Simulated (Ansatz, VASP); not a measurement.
One calculation of Ta4Cd, two programs

```
CELL_PARAMETERS angstrom
-3.04695 3.04695 3.04695
3.04695 -3.04695 3.04695
3.04695 3.04695 -3.04695
ATOMIC_POSITIONS crystal
Ta 0.00000 0.00000 0.50000
Ta 0.00000 0.50000 0.00000
Ta 0.50000 0.00000 0.00000
Ta 0.50000 0.50000 0.50000
Cd 0.00000 0.00000 0.00000
```

Change from the starting cell: species swapped into the MnGa4 type (Im-3m, No. 229).

Alike in both runs: functional PBE; k mesh 4 × 4 × 4; occupations gaussian, width 0.1 eV; no spin polarisation.

Ansatz relaxed the structure, and its values are those at the end. VASP's run is a single point on that final structure, the one shown.

|  | VASP | Ansatz |
| --- | --- | --- |
| version | VASP 6.6.1 | Ansatz 0.2.0 |
| potentials or method | VASP PAW PBE potentials, release 64 (Ta_pv, Cd), cutoff 520 eV | scalar-relativistic, plane waves, PAW |
| valence electrons in the cell | 56 | 72 |

```tsv
	VASP	Ansatz	Ansatz less VASP
gap on the k mesh at the Fermi level (eV)	none	none	-
pressure (GPa)	0.5	0.1	-0.35
```

A gap of «none» marks a metal or a gap that the smearing closes. The functional is the same, so the differences come from potentials, cutoffs and numerics. VASP's potentials hold 56 valence electrons a cell and Ansatz's 72, so a difference there can come from the potentials and not from the codes.

The k mesh is coarse, so the values compare programs but aren't converged. Neither program's run includes spin-orbit coupling.
